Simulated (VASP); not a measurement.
FeGe:

```
Fe Ge
1.0
     4.68900    0.00000    0.00000
     0.00000    4.68900    0.00000
     0.00000    0.00000    4.68900
Fe Ge
4 4
Cartesian
  0.6330 0.6330 0.6330
  1.7115 4.0560 2.9775
  2.9775 1.7115 4.0560
  4.0560 2.9775 1.7115
  3.9481 3.9481 3.9481
  3.0854 0.7409 1.6036
  1.6036 3.0854 0.7409
  0.7409 1.6036 3.0854
```

| Property | Result |
| --- | --- |
| Program | VASP 6.6.1 |
| Task | relaxation of cell and atoms |
| Functional | PBE |
| Potentials or basis | VASP PAW PBE potentials, release 64 (Fe, Ge_d) |
| Cutoff | 600 eV |
| k mesh | 8 × 8 × 8 |
| Occupations | gaussian, width 0.05 eV |
| Spin | no spin polarisation |

At the start: pressure -5.6 GPa; volume 12.89 Å³/atom.

Task: How do energy, volume and symmetry change on relaxing?

Result: Over 9 steps the energy falls by 10.8 meV/atom and the volume is 12.52 Å³/atom (-2.9 %); space group P2_13 (No. 198, to 0.1 Å) before and after.

The path:
| step | energy change (eV) | largest force (eV/Å) | pressure (GPa) | volume (Å³) |
| --- | --- | --- | --- | --- |
| 1 | 0.0000 | 0.4063 | -5.65 | 103.10 |
| 2 | -0.0055 | 0.1288 | 7.29 | 96.47 |
| 3 | -0.0736 | 0.2653 | 0.51 | 99.62 |
| 4 | -0.0835 | 0.1019 | 0.25 | 99.83 |
| 5 | -0.0853 | 0.0548 | 0.11 | 99.97 |
| 6 | -0.0853 | 0.0544 | 0.14 | 99.97 |
| 7 | -0.0858 | 0.0364 | -0.11 | 100.14 |
| 8 | -0.0859 | 0.0257 | -0.27 | 100.24 |
| 9 | -0.0861 | 0.0041 | -0.04 | 100.13 |

Final structure:
```
Fe Ge
1.0
     4.64366    0.00000    0.00000
     0.00000    4.64366    0.00000
     0.00000    0.00000    4.64366
Fe Ge
4 4
Cartesian
  0.6187 0.6187 0.6187
  1.7031 4.0249 2.9406
  2.9406 1.7031 4.0249
  4.0249 2.9406 1.7031
  3.8921 3.8921 3.8921
  3.0733 0.7515 1.5703
  1.5703 3.0733 0.7515
  0.7515 1.5703 3.0733
```
